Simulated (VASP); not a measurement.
# Si6S in VASP: single point with PBE

Aim: the single point of Si6S with PBE.

Everything below comes from runs of VASP 6.6.1. Logs are shortened: lines on timing, memory, paths and dates and some standing lists are left out, and cuts for length are marked.

**1. The cell of the first run**

The cell holds a slab with vacuum, 7 atoms: a = 3.868 Å, b = 5.470 Å, c = 19.224 Å, α = 90.00°, β = 90.00°, γ = 90.00°.

**2. Single point, PBE, collinear spin**

Contents of INCAR:

```
SYSTEM = Si6S
  PREC = Accurate
  ENCUT = 520
  EDIFF = 1E-7
  ISMEAR = 0
  SIGMA = 0.05
  LREAL = .FALSE.
  LASPH = .TRUE.
  NELM = 150
  ALGO = Normal
  ISIF = 2
  LWAVE = .FALSE.
  LCHARG = .TRUE.
  ISPIN = 2
  MAGMOM = 0 0 0 0 0 0 2
  LORBIT = 11
  LDIPOL = .TRUE.
  IDIPOL = 3
  DIPOL = 0.5 0.5 0.326
  GGA = PE
  LELF = .TRUE.
  LVHAR = .TRUE.
  LVACPOTAV = .TRUE.
  NBANDS = 28
```

Contents of KPOINTS:

```
regular mesh
0
G
  7 5 1
  0 0 0
```

Contents of POSCAR:

```
Si6S
1.0
    3.8675355695      0.0000000000      0.0000000000
    0.0000000000      5.4695212554      0.0000000000
    0.0000000000      0.0000000000     19.2238421361
Si S
6 1
Direct
    0.5000000000      0.0000000000      0.2080749505
    0.0000000000      0.2500000000      0.2080749505
    0.0000000000      0.5024402202      0.3062860998
    0.5000000000      0.7475597798      0.3062860998
    0.5000000000      0.0098635024      0.4017845174
    0.0000000000      0.2401364976      0.4017845174
    0.8333333333      0.6765301691      0.4485716163
```

Potentials or basis: VASP PAW PBE potentials, release 64 (Si, S).

Launch:

```console
cat potpaw_PBE.64/Si/POTCAR potpaw_PBE.64/S/POTCAR > POTCAR
mpirun -np 1 vasp_std > vasp.out
```

OUTCAR:

```text
SYSTEM = Si6S
   PREC = Accurate
   ENCUT = 520
   EDIFF = 1E-7
   ISMEAR = 0
   LREAL = .FALSE.
   LASPH = .TRUE.
   NELM = 150
   ISIF = 2
   ISPIN = 2
   LORBIT = 11
   GGA = PE

 ion  position               nearest neighbor table
   1  0.500  0.000  0.208-   4 2.34   2 2.37   2 2.37
   2  0.000  0.250  0.208-   3 2.34   1 2.37   1 2.37
   3  0.000  0.502  0.306-   6 2.33   2 2.34   4 2.35   4 2.35   7 2.97
   4  0.500  0.748  0.306-   5 2.33   1 2.34   3 2.35   3 2.35
   5  0.500  0.010  0.402-   6 2.31   6 2.31   4 2.33   7 2.41
   6  0.000  0.240  0.402-   5 2.31   5 2.31   3 2.33   7 2.63
   7  0.833  0.677  0.449-   5 2.41   6 2.63   3 2.97

  LATTYP: Found a simple orthorhombic cell.
 ALAT       =     3.8675355695
 B/A-ratio  =     1.4142135624
 C/A-ratio  =     4.9705663440

  Lattice vectors:

 A1 = (   3.8675355695,   0.0000000000,   0.0000000000)
 A2 = (   0.0000000000,   5.4695212554,   0.0000000000)
 A3 = (   0.0000000000,   0.0000000000,  19.2238421361)

Analysis of symmetry for initial positions (statically):
=====================================================================
 Subroutine PRICEL returns:
 Original cell was already a primitive cell.

 Routine SETGRP: Setting up the symmetry group for a
 simple orthorhombic supercell.

 Subroutine GETGRP returns: Found  1 space group operations
 (whereof  1 operations were pure point group operations)
 out of a pool of  8 trial point group operations.

The static configuration has the point symmetry C_1 .

Analysis of symmetry for dynamics (positions and initial velocities):
=====================================================================
 Subroutine PRICEL returns:
 Original cell was already a primitive cell.

 Routine SETGRP: Setting up the symmetry group for a
 simple orthorhombic supercell.

 Subroutine GETGRP returns: Found  1 space group operations
 (whereof  1 operations were pure point group operations)
 out of a pool of  8 trial point group operations.

The dynamic configuration has the point symmetry C_1 .

Analysis of structural, dynamic, and magnetic symmetry:
=====================================================================
 Subroutine PRICEL returns:
 Original cell was already a primitive cell.

 Routine SETGRP: Setting up the symmetry group for a
 simple orthorhombic supercell.

 Subroutine GETGRP returns: Found  1 space group operations
 (whereof  1 operations were pure point group operations)
 out of a pool of  8 trial point group operations.

The overall configuration has the point symmetry C_1 .

 Subroutine INISYM returns: Found  1 space group operations
 (whereof  1 operations are pure point group operations),
 and found     1 'primitive' translations

----------------------------------------------------------------------------------------

                                     Primitive cell

  volume of cell :     406.6529

  direct lattice vectors                    reciprocal lattice vectors
     3.867535570  0.000000000  0.000000000     0.258562586  0.000000000  0.000000000
     0.000000000  5.469521255  0.000000000     0.000000000  0.182831358  0.000000000
     0.000000000  0.000000000 19.223842136     0.000000000  0.000000000  0.052018738

  length of vectors
     3.867535570  5.469521255 19.223842136     0.258562586  0.182831358  0.052018738

  position of ions in fractional coordinates (direct lattice)
     0.500000000  0.000000000  0.208074950
     0.000000000  0.250000000  0.208074950
     0.000000000  0.502440220  0.306286100
     0.500000000  0.747559780  0.306286100
     0.500000000  0.009863502  0.401784517
     0.000000000  0.240136498  0.401784517
     0.833333333  0.676530169  0.448571616

  ion indices of the primitive-cell ions
   primitive index   ion index
                 1           1
                 2           2
                 3           3
                 4           4
                 5           5
                 6           6
                 7           7

----------------------------------------------------------------------------------------

 KPOINTS: regular mesh

Automatic generation of k-mesh.
 Grid dimensions read from file:
 generate k-points for:    7    5    1

 Generating k-lattice:

  Cartesian coordinates                     Fractional coordinates (reciprocal lattice)
     0.036937512  0.000000000  0.000000000     0.142857143  0.000000000  0.000000000
     0.000000000  0.036566272  0.000000000     0.000000000  0.200000000  0.000000000
     0.000000000  0.000000000  0.052018738     0.000000000  0.000000000  1.000000000

  Length of vectors
     0.036937512  0.036566272  0.052018738

  Shift w.r.t. Gamma in fractional coordinates (k-lattice)
     0.000000000  0.000000000  0.000000000

 Subroutine IBZKPT returns following result:
 ===========================================

 Found     18 irreducible k-points:

 Following reciprocal coordinates:
            Coordinates               Weight
  0.000000  0.000000  0.000000      1.000000
  0.142857  0.000000  0.000000      2.000000
  0.285714  0.000000  0.000000      2.000000
  0.428571  0.000000  0.000000      2.000000
  0.000000  0.200000  0.000000      2.000000
  0.142857  0.200000  0.000000      2.000000
[... 10 lines left out ...]
  0.428571  0.400000  0.000000      2.000000
  0.428571 -0.400000  0.000000      2.000000
   k-points           NKPTS =     18   k-points in BZ     NKDIM =     18   number of bands    NBANDS=     28
   number of dos      NEDOS =    301   number of ions     NIONS =      7
   total plane-waves  NPLWV = 181440
   dimension x,y,z NGX =    30 NGY =   42 NGZ =  144
   dimension x,y,z NGXF=    60 NGYF=   84 NGZF=  288
   ions per type =               6   1
   NGX,Y,Z   is equivalent  to a cutoff of  12.90, 12.77, 12.45 a.u.
   NGXF,Y,Z  is equivalent  to a cutoff of  25.79, 25.53, 24.91 a.u.
 SYSTEM =  Si6S
   PREC   = accura    normal or accurate (medium, high low for compatibility)
   ISTART =      0    job   : 0-new  1-cont  2-samecut
   ICHARG =      2    charge: 1-file 2-atom 10-const
   ISPIN  =      2    spin polarized calculation?
   LNONCOLLINEAR =      F non collinear calculations
   LSORBIT =      F    spin-orbit coupling
   LASPH  =      T    aspherical Exc in radial PAW
   ENCUT  =  520.0 eV  38.22 Ry    6.18 a.u.   7.19 10.17 35.74*2*pi/ulx,y,z
   NELM   =    150;   NELMIN=  2; NELMDL= -5     # of ELM steps
   EDIFF  = 0.1E-06   stopping-criterion for ELM
   LREAL  =      F    real-space projection
   EDIFFG = 0.1E-05   stopping-criterion for IOM
   NSW    =      0    number of steps for IOM
   IBRION =     -1    ionic relax: 0-MD 1-quasi-New 2-CG
   NFREE  =      0    steps in history (QN), initial steepest desc. (CG)
   ISIF   =      2    stress and relaxation
   ISYM   =      2    0-nonsym 1-usesym 2-fastsym
   POTIM  = 0.5000    time-step for ionic-motion
   TEBEG  =    0.0;   TEEND  =   0.0 temperature during run
   PSTRESS=    0.0 pullay stress
   NELECT =      30.0000    total number of electrons
   NUPDOWN=      -1.0000    fix difference up-down
   EMIN   =  10.00;   EMAX   =-10.00  energy-range for DOS
   EFERMI =   0.00;   METHOD = LEGACY
   ISMEAR =     0;   SIGMA  =   0.05  broadening in eV -4-tet -1-fermi 0-gaus
   EFERMI_NEDOS =   21; number of points for ismear=-14 and -15
   IALGO  =     38    algorithm
   IMIX   =      4    mixing-type and parameters
     AMIX     =   0.40;   BMIX     =  1.00
     AMIX_MAG =   1.60;   BMIX_MAG =  1.00
  volume/ion in A,a.u.               =      58.09       392.03
  Fermi-wavevector in a.u.,A,eV,Ry     =   0.686606  1.297496  6.414156  0.471427
  Thomas-Fermi vector in A             =   1.766882
   LORBIT       =     11    0 simple, 1 ext, 2 COOP (PROOUT), +10 PAW based schemes
   GGA     = PE    functional components
   LHFCALC =     F    Hartree Fock is set to
   AEXX    =    0.0000 exact exchange contribution
   IVDW    =     0    specifies the selected vdW correction
   LEPSILON=     F    determine dielectric tensor
   LRPA    =     F    only Hartree local field effects (RPA)
 spin polarized calculation
 Gauss-broadening in eV      SIGMA  =   0.05
  energy-cutoff  :      520.00
  volume of cell :      406.65
 maximum number of plane-waves:     10975
 NGX is ok and might be reduce to    30
   NGX = 15   NGY = 21   NGZ = 71

 dipolmoment           0.000000      0.000000     -0.014901 electrons x Angstroem

 number of electron      29.9999998 magnetization       0.1267742

 dipolmoment           0.000000      0.000000      0.046829 electrons x Angstroem

 Free energy of the ion-electron system (eV)
  ---------------------------------------------------
  ext. energy  EPLUGINS =         0.00000000
  ---------------------------------------------------
  free energy    TOTEN  =       -33.02679456 eV

  energy without entropy =      -33.02336640  energy(sigma->0) =      -33.02508048

 E-fermi :  -1.3412     XC(G=0):  -4.0177

 val. band max:       -1.3819983886   @ k =   0.2857  -0.4000   0.0000
 cond. band min:      -1.3209315840   @ k =   0.4286  -0.4000   0.0000
 fundamental gap:      0.0610668047
 Fermi energy:        -1.3411623220

 spin component 1

 k-point     1 :       0.0000    0.0000    0.0000
  band No.  band energies     occupation
      1     -14.4187      1.00000
      2     -12.2165      1.00000
      3     -10.6104      1.00000
      4      -9.5785      1.00000
      5      -8.8834      1.00000
      6      -6.8880      1.00000
[... 19 lines left out ...]
     26       3.5659      0.00000
     27       4.0968      0.00000
[... 481 lines left out ...]
 k-point    18 :       0.4286   -0.4000    0.0000
  band No.  band energies     occupation
      1     -13.7094      1.00000
      2     -10.9764      1.00000
      3     -10.3271      1.00000
      4      -9.4388      1.00000
      5      -8.5195      1.00000
      6      -8.0969      1.00000
[... 19 lines left out ...]
     26       4.6532      0.00000
     27       4.8794      0.00000
 Fermi energy:        -1.3411623220

 spin component 2

 k-point     1 :       0.0000    0.0000    0.0000
  band No.  band energies     occupation
      1     -14.4163      1.00000
      2     -12.2008      1.00000
      3     -10.5971      1.00000
      4      -9.5592      1.00000
      5      -8.8742      1.00000
      6      -6.8726      1.00000
[... 19 lines left out ...]
     26       3.5668      0.00000
     27       4.1142      0.00000
[... 481 lines left out ...]
 k-point    18 :       0.4286   -0.4000    0.0000
  band No.  band energies     occupation
      1     -13.7073      1.00000
      2     -10.9666      1.00000
      3     -10.3206      1.00000
      4      -9.4104      1.00000
      5      -8.5185      1.00000
      6      -8.0755      1.00000
[... 19 lines left out ...]
     26       4.6692      0.00000
     27       4.9119      0.00000
 [bands above 27 left out]

------------------------ aborting loop because EDIFF is reached ----------------------------------------

  FORCE on cell =-STRESS in cart. coord.  units (eV):
  Direction    XX          YY          ZZ          XY          YZ          ZX
  --------------------------------------------------------------------------------------
  -------------------------------------------------------------------------------------
  Total       -1.0863149     -4.1869672      1.5682944      2.2697811     -0.2739283     -0.3296413
  in kB       -4.2799875    -16.4962912      6.1789454      8.9427428     -1.0792540     -1.2987583
  external PRESSURE =      -4.8657778 kB  Pullay stress =       0.0000000 kB

 VOLUME and BASIS-vectors are now :
 -----------------------------------------------------------------------------
  energy-cutoff  :      520.00
  volume of cell :      406.65
      direct lattice vectors                 reciprocal lattice vectors
     3.867535570  0.000000000  0.000000000     0.258562586  0.000000000  0.000000000
     0.000000000  5.469521255  0.000000000     0.000000000  0.182831358  0.000000000
     0.000000000  0.000000000 19.223842136     0.000000000  0.000000000  0.052018738

 POSITION                                       TOTAL-FORCE (eV/Angst)
 -----------------------------------------------------------------------------------
      1.93377      0.00000      4.00000        -0.039570      1.039015      0.044771
      0.00000      1.36738      4.00000         0.067455     -1.081089     -0.076207
      0.00000      2.74811      5.88800         0.101481      0.269676     -0.202370
      1.93377      4.08879      5.88800        -0.059905     -0.081675     -0.593853
      1.93377      0.05395      7.72384         0.862131     -1.283505      0.534521
      0.00000      1.31343      7.72384        -0.765437      1.232391      0.284652
      3.22295      3.70030      8.62327        -0.166155     -0.094813      0.008486
 -----------------------------------------------------------------------------------
    total drift:                               -0.000023      0.000068     -0.000067

  FREE ENERGIE OF THE ION-ELECTRON SYSTEM (eV)
  ---------------------------------------------------
  free  energy   TOTEN  =       -33.0267945556 eV

  energy  without entropy=      -33.0233664041  energy(sigma->0) =      -33.02508048

 vacuum level on the upper side and lower side of the slab         3.894         3.493

 total charge

# of ion       s       p       d       tot
------------------------------------------
    1        0.795   0.836   0.000   1.631
    2        0.797   0.835   0.000   1.633
    3        0.777   0.888   0.000   1.664
    4        0.779   0.886   0.000   1.665
    5        0.777   0.846   0.000   1.623
    6        0.799   0.832   0.000   1.631
    7        1.370   2.235   0.000   3.605
--------------------------------------------------
tot          6.093   7.358   0.000  13.451

 magnetization (x)

# of ion       s       p       d       tot
------------------------------------------
    1       -0.003  -0.013   0.000  -0.016
    2        0.007   0.048   0.000   0.054
    3       -0.000   0.003   0.000   0.002
    4       -0.000   0.000   0.000   0.000
    5       -0.001  -0.001   0.000  -0.002
    6        0.001   0.003   0.000   0.004
    7        0.000   0.001   0.000   0.001
--------------------------------------------------
tot          0.004   0.040   0.000   0.044
```

Run time: 22 min. Hardware: 1 thread of Intel Xeon 8259CL, shared host; peak memory 0.76 GiB.

What came out:

| Property | Result |
| --- | --- |
| Free energy | -33.0268 eV |
| Largest force | 1.636 eV/Å |
| Net moment | 0.13 μB per cell |
| Site moments | Si -0.02, +0.05, +0.00, -0.00 (each value once); S +0.00 μB |
| Valence electrons inside the program's atomic spheres | Si 1.63, 1.66, 1.67, 1.62 (each value once); S 3.60 |

Forces in eV/Å, atoms in the order of the input:
```
Si  -0.040  1.039  0.045
Si   0.067 -1.081 -0.076
Si   0.101  0.270 -0.202
Si  -0.060 -0.082 -0.594
Si   0.862 -1.284  0.535
Si  -0.765  1.232  0.285
S   -0.166 -0.095  0.008
```
